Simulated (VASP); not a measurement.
# LiSe2 (P-3m1) in VASP: notebook

LiSe2 is run at these levels: PBE+D3(BJ); tasks: single point, relaxation of cell and atoms.

All numbers are computed with VASP 6.6.1; they aren't measurements. Logs are shortened: lines on timing, memory, paths and dates and some standing lists are left out, and cuts for length are marked.

## 1. The cell of the first run

Symmetry: P-3m1, No. 164, trigonal system. The conventional cell has a = 4.034 Å, b = 4.034 Å, c = 3.956 Å, α = 90.00°, β = 90.00°, γ = 120.00°. Within 3.4 Å of Li (site symmetry -3m) lie 6 Se at 2.56 Å. Se (site symmetry 3m) has 3 Li at 2.56 Å and 6 Se at 2.97 to 3.14 Å within 3.4 Å.

## 2. Single point, PBE+D3(BJ)

File INCAR:

```
SYSTEM = LiSe2
PREC     = Accurate       ! precision mode
ENCUT    = 520            ! plane-wave cutoff, eV
EDIFF    = 1E-7           ! SCF threshold, eV
ISMEAR   = 0              ! smearing method
SIGMA    = 0.1            ! smearing width, eV
LREAL    = .FALSE.        ! projectors in reciprocal space
LASPH    = .TRUE.         ! aspherical terms in the spheres
NELM     = 100            ! most SCF steps
ALGO     = Normal         ! electronic algorithm
ISIF     = 2              ! what is computed and relaxed
LWAVE    = .FALSE.        ! write WAVECAR
LCHARG   = .FALSE.        ! write CHGCAR
GGA      = PE             ! functional
IVDW     = 12             ! dispersion correction
NBANDS   = 14             ! bands
```

File KPOINTS:

```
Automatic mesh
0
G
  15 15 12
  0 0 0
```

File POSCAR:

```
LiSe2
1.0
    4.0338182944      0.0000000000      0.0000000000
   -2.0169091472      3.4933891172      0.0000000000
    0.0000000000      0.0000000000      3.9562182435
Li Se
1 2
Direct
    0.0000000000      0.0000000000      0.5000000000
    0.3333333333      0.6666666667      0.7664256795
    0.6666666667      0.3333333333      0.2335743205
```

Potentials or basis: VASP PAW PBE potentials, release 64 (Li_sv, Se).

On the command line:

```
$ cat potpaw_PBE.64/Li_sv/POTCAR potpaw_PBE.64/Se/POTCAR > POTCAR
$ mpirun -np 1 vasp_std > vasp.out
```

OUTCAR:

```text
SYSTEM = LiSe2
   PREC = Accurate
   ENCUT = 520
   EDIFF = 1E-7
   ISMEAR = 0
   LREAL = .FALSE.
   LASPH = .TRUE.
   NELM = 100
   ISIF = 2
   GGA = PE
   IVDW = 12
 IVDW          = 12

 ion  position               nearest neighbor table
   1  0.000  0.000  0.500-   2 2.56   3 2.56   2 2.56   3 2.56   3 2.56   2 2.56
   2  0.333  0.667  0.766-   1 2.56   1 2.56   1 2.56
   3  0.667  0.333  0.234-   1 2.56   1 2.56   1 2.56

  LATTYP: Found a hexagonal cell.
 ALAT       =     4.0338182944
 C/A-ratio  =     0.9807626310

  Lattice vectors:

 A1 = (   4.0338182944,   0.0000000000,   0.0000000000)
 A2 = (  -2.0169091472,   3.4933891172,   0.0000000000)
 A3 = (   0.0000000000,   0.0000000000,   3.9562182435)

Analysis of symmetry for initial positions (statically):
=====================================================================
 Subroutine PRICEL returns:
 Original cell was already a primitive cell.

 Routine SETGRP: Setting up the symmetry group for a
 hexagonal supercell.

 Subroutine GETGRP returns: Found 12 space group operations
 (whereof 12 operations were pure point group operations)
 out of a pool of 24 trial point group operations.

The static configuration has the point symmetry D_3d.

Analysis of symmetry for dynamics (positions and initial velocities):
=====================================================================
 Subroutine PRICEL returns:
 Original cell was already a primitive cell.

 Routine SETGRP: Setting up the symmetry group for a
 hexagonal supercell.

 Subroutine GETGRP returns: Found 12 space group operations
 (whereof 12 operations were pure point group operations)
 out of a pool of 24 trial point group operations.

The dynamic configuration has the point symmetry D_3d.

 Subroutine INISYM returns: Found 12 space group operations
 (whereof 12 operations are pure point group operations),
 and found     1 'primitive' translations

----------------------------------------------------------------------------------------

                                     Primitive cell

  volume of cell :      55.7498

  direct lattice vectors                    reciprocal lattice vectors
     4.033818294  0.000000000  0.000000000     0.247904077  0.143127485  0.000000000
    -2.016909147  3.493389117  0.000000000     0.000000000  0.286254971  0.000000000
     0.000000000  0.000000000  3.956218243     0.000000000  0.000000000  0.252766642

  length of vectors
     4.033818294  4.033818294  3.956218243     0.286254971  0.286254971  0.252766642

  position of ions in fractional coordinates (direct lattice)
     0.000000000  0.000000000  0.500000000
     0.333333333  0.666666667  0.766425680
     0.666666667  0.333333333  0.233574320

  ion indices of the primitive-cell ions
   primitive index   ion index
                 1           1
                 2           2
                 3           3

----------------------------------------------------------------------------------------

 KPOINTS: Automatic mesh

Automatic generation of k-mesh.
 Grid dimensions read from file:
 generate k-points for:   15   15   12

 Generating k-lattice:

  Cartesian coordinates                     Fractional coordinates (reciprocal lattice)
     0.016526938  0.009541832  0.000000000     0.066666667  0.000000000  0.000000000
     0.000000000  0.019083665  0.000000000     0.000000000  0.066666667  0.000000000
     0.000000000  0.000000000  0.021063887     0.000000000  0.000000000  0.083333333

  Length of vectors
     0.019083665  0.019083665  0.021063887

  Shift w.r.t. Gamma in fractional coordinates (k-lattice)
     0.000000000  0.000000000  0.000000000

 Subroutine IBZKPT returns following result:
 ===========================================

 Found    284 irreducible k-points:

 Following reciprocal coordinates:
            Coordinates               Weight
  0.000000  0.000000  0.000000      1.000000
  0.066667  0.000000  0.000000      6.000000
  0.133333  0.000000  0.000000      6.000000
  0.200000  0.000000  0.000000      6.000000
  0.266667  0.000000  0.000000      6.000000
  0.333333  0.000000  0.000000      6.000000
[... 16 lines left out ...]
  0.333333  0.200000  0.000000     12.000000
  0.400000  0.200000  0.000000      6.000000
 [... further k-points ...]
   k-points           NKPTS =    284   k-points in BZ     NKDIM =    284   number of bands    NBANDS=     14
   number of dos      NEDOS =    301   number of ions     NIONS =      3
   total plane-waves  NPLWV =  27000
   dimension x,y,z NGX =    30 NGY =   30 NGZ =   30
   dimension x,y,z NGXF=    60 NGYF=   60 NGZF=   60
   ions per type =               1   2
   NGX,Y,Z   is equivalent  to a cutoff of  12.36, 12.36, 12.61 a.u.
   NGXF,Y,Z  is equivalent  to a cutoff of  24.73, 24.73, 25.21 a.u.
 SYSTEM =  LiSe2
   PREC   = accura    normal or accurate (medium, high low for compatibility)
   ISTART =      0    job   : 0-new  1-cont  2-samecut
   ICHARG =      2    charge: 1-file 2-atom 10-const
   ISPIN  =      1    spin polarized calculation?
   LNONCOLLINEAR =      F non collinear calculations
   LSORBIT =      F    spin-orbit coupling
   LASPH  =      T    aspherical Exc in radial PAW
   ENCUT  =  520.0 eV  38.22 Ry    6.18 a.u.   7.50  7.50  7.36*2*pi/ulx,y,z
   NELM   =    100;   NELMIN=  2; NELMDL= -5     # of ELM steps
   EDIFF  = 0.1E-06   stopping-criterion for ELM
   LREAL  =      F    real-space projection
   EDIFFG = 0.1E-05   stopping-criterion for IOM
   NSW    =      0    number of steps for IOM
   IBRION =     -1    ionic relax: 0-MD 1-quasi-New 2-CG
   NFREE  =      0    steps in history (QN), initial steepest desc. (CG)
   ISIF   =      2    stress and relaxation
   ISYM   =      2    0-nonsym 1-usesym 2-fastsym
   POTIM  = 0.5000    time-step for ionic-motion
   TEBEG  =    0.0;   TEEND  =   0.0 temperature during run
   PSTRESS=    0.0 pullay stress
   NELECT =      15.0000    total number of electrons
   NUPDOWN=      -1.0000    fix difference up-down
   EMIN   =  10.00;   EMAX   =-10.00  energy-range for DOS
   EFERMI =   0.00;   METHOD = LEGACY
   ISMEAR =     0;   SIGMA  =   0.10  broadening in eV -4-tet -1-fermi 0-gaus
   EFERMI_NEDOS =   21; number of points for ismear=-14 and -15
   IALGO  =     38    algorithm
   IMIX   =      4    mixing-type and parameters
     AMIX     =   0.40;   BMIX     =  1.00
     AMIX_MAG =   1.60;   BMIX_MAG =  1.00
  volume/ion in A,a.u.               =      18.58       125.41
  Fermi-wavevector in a.u.,A,eV,Ry     =   1.056876  1.997206 15.197532  1.116987
  Thomas-Fermi vector in A             =   2.192128
   LORBIT       =      0    0 simple, 1 ext, 2 COOP (PROOUT), +10 PAW based schemes
   GGA     = PE    functional components
   LHFCALC =     F    Hartree Fock is set to
   AEXX    =    0.0000 exact exchange contribution
   IVDW    =    12    specifies the selected vdW correction
   LEPSILON=     F    determine dielectric tensor
   LRPA    =     F    only Hartree local field effects (RPA)
 non-spin polarized calculation
 Gauss-broadening in eV      SIGMA  =   0.10
  energy-cutoff  :      520.00
  volume of cell :       55.75
 maximum number of plane-waves:      1529
 NGX is ok and might be reduce to    30
   NGX = 15   NGY = 15   NGZ = 15

 number of electron      15.0000007 magnetization

 Free energy of the ion-electron system (eV)
  ---------------------------------------------------
  ext. energy  EPLUGINS =         0.00000000
  ---------------------------------------------------
  free energy    TOTEN  =        -9.51466207 eV

  energy without entropy =       -9.50461654  energy(sigma->0) =       -9.50963930

 E-fermi :   3.9442     XC(G=0):  -9.7015

 val. band max:        3.9429917314   @ k =  -0.1333  -0.4667   0.0833
 cond. band min:       3.9532072818   @ k =  -0.1333  -0.4667   0.3333
 fundamental gap:      0.0102155504
 Fermi energy:         3.9441811007

 k-point     1 :       0.0000    0.0000    0.0000
  band No.  band energies     occupation
      1     -41.5560      2.00000
      2     -10.7403      2.00000
      3      -6.7386      2.00000
      4       0.3045      2.00000
      5       1.3758      2.00000
      6       1.3758      2.00000
      7       3.5169      2.00000
      8       3.5169      2.00000
      9       5.8971      0.00000
     10       7.8354      0.00000
     11       9.7001      0.00000
     12      11.7284      0.00000
     13      11.7284      0.00000
     14      14.6902      0.00000

 k-point     2 :       0.0667    0.0000    0.0000
  band No.  band energies     occupation
      1     -41.5560      2.00000
      2     -10.7076      2.00000
      3      -6.7789      2.00000
      4       0.3386      2.00000
      5       1.2588      2.00000
      6       1.2662      2.00000
      7       3.5165      2.00000
      8       3.6469      1.99997
      9       5.8295      0.00000
     10       7.9428      0.00000
     11       9.8667      0.00000
     12      11.5170      0.00000
     13      11.7234      0.00000
     14      14.4908      0.00000

 k-point     3 :       0.1333    0.0000    0.0000
  band No.  band energies     occupation
      1     -41.5559      2.00000
      2     -10.6106      2.00000
      3      -6.8994      2.00000
      4       0.4370      2.00000
      5       0.9870      2.00000
      6       1.0089      2.00000
      7       3.4740      2.00000
      8       3.9587      0.83680
      9       5.6083      0.00000
     10       8.2708      0.00000
     11      10.3185      0.00000
     12      11.0592      0.00000
     13      11.7312      0.00000
     14      14.1116      0.00000

 k-point     4 :       0.2000    0.0000    0.0000
  band No.  band energies     occupation
      1     -41.5558      2.00000
      2     -10.4530      2.00000
      3      -7.0970      2.00000
      4       0.5446      2.00000
      5       0.7112      2.00000
      6       0.7400      2.00000
      7       3.3572      2.00000
      8       4.3266      0.00000
      9       5.2323      0.00000
     10       8.7192      0.00000
     11      10.5389      0.00000
     12      11.0772      0.00000
     13      11.7905      0.00000
     14      13.7893      0.00000

 k-point     5 :       0.2667    0.0000    0.0000
  band No.  band energies     occupation
      1     -41.5555      2.00000
      2     -10.2421      2.00000
      3      -7.3612      2.00000
      4       0.3761      2.00000
      5       0.4355      2.00000
      6       0.8769      2.00000
      7       3.1940      2.00000
      8       4.6658      0.00000
      9       4.7530      0.00000
     10       8.8937      0.00000
     11      10.6130      0.00000
[... 276 lines left out ...]
 k-point    22 :       0.2667    0.2000    0.0000
  band No.  band energies     occupation
      1     -41.5552      2.00000
      2      -9.6653      2.00000
      3      -8.0440      2.00000
      4      -0.7214      2.00000
      5       1.0064      2.00000
      6       1.5103      2.00000
      7       2.9337      2.00000
      8       3.6340      1.99999
      9       4.6220      0.00000
     10       9.5336      0.00000
     11      10.4535      0.00000
     12      11.6136      0.00000
     13      13.2792      0.00000
     14      13.8074      0.00000

 k-point    23 :       0.3333    0.2000    0.0000
  band No.  band energies     occupation
      1     -41.5551      2.00000
      2      -9.4104      2.00000
      3      -8.3281      2.00000
      4      -0.9030      2.00000
      5       1.1724      2.00000
      6       1.8015      2.00000
      7       2.7050      2.00000
      8       3.2388      2.00000
      9       4.6551      0.00000
     10       9.3110      0.00000
     11      11.2446      0.00000
     12      11.5389      0.00000
     13      13.1358      0.00000
     14      13.7569      0.00000

 k-point    24 :       0.4000    0.2000    0.0000
  band No.  band energies     occupation
      1     -41.5550      2.00000
      2      -9.2790      2.00000
      3      -8.4702      2.00000
      4      -0.9648      2.00000
      5       1.2505      2.00000
      6       1.9497      2.00000
      7       2.6050      2.00000
      8       3.0507      2.00000
      9       4.6676      0.00000
     10       9.2326      0.00000
     11      11.4952      0.00000
     12      11.9620      0.00000
     13      12.5367      0.00000
     14      13.6502      0.00000

 [... further k-points ...]

------------------------ aborting loop because EDIFF is reached ----------------------------------------

 Edisp (eV)   -1.05664

 E8    (eV) :    -0.4367

  FORCE on cell =-STRESS in cart. coord.  units (eV):
  Direction    XX          YY          ZZ          XY          YZ          ZX
  --------------------------------------------------------------------------------------
  -------------------------------------------------------------------------------------
  Total       0.00191     0.00191    -0.00224     0.00000    -0.00000     0.00000
  in kB       0.05477     0.05477    -0.06440     0.00000    -0.00000     0.00000
  external pressure =        0.02 kB  Pullay stress =        0.00 kB

 VOLUME and BASIS-vectors are now :
 -----------------------------------------------------------------------------
  energy-cutoff  :      520.00
  volume of cell :       55.75
      direct lattice vectors                 reciprocal lattice vectors
     4.033818294  0.000000000  0.000000000     0.247904077  0.143127485  0.000000000
    -2.016909147  3.493389117  0.000000000     0.000000000  0.286254971  0.000000000
     0.000000000  0.000000000  3.956218243     0.000000000  0.000000000  0.252766642

 POSITION                                       TOTAL-FORCE (eV/Angst)
 -----------------------------------------------------------------------------------
      0.00000      0.00000      1.97811         0.000000      0.000000      0.000000
     -0.00000      2.32893      3.03215        -0.000000      0.000000      0.002198
      2.01691      1.16446      0.92407         0.000000     -0.000000     -0.002198
 -----------------------------------------------------------------------------------
    total drift:                               -0.000000      0.000000      0.000000

  FREE ENERGIE OF THE ION-ELECTRON SYSTEM (eV)
  ---------------------------------------------------
  free  energy   TOTEN  =       -10.5713030616 eV

  energy  without entropy=      -10.5612575382  energy(sigma->0) =      -10.56628030
```

Wall time 3.9 min (1 thread of Intel Xeon Platinum 8259CL at 2.50GHz (Skylake/Cascade Lake), shared host); peak memory 0.33 GiB.

What came out:

| Property | Result |
| --- | --- |
| Free energy | -10.5713 eV |
| Dispersion energy per atom | -0.352 eV |

Forces on the atoms (eV/Å):
```
Li   0.000  0.000  0.000
Se   0.000  0.000  0.002
Se   0.000  0.000 -0.002
```

Caveat: the cutoff is under 1.25 times the usual one of these potentials, so pressure, stress and relaxed cells hold a basis-set (Pulay) error; pairwise dispersion overbinds metals, which lowers pressure and volume.

(Part 1 of 2 ends here.)
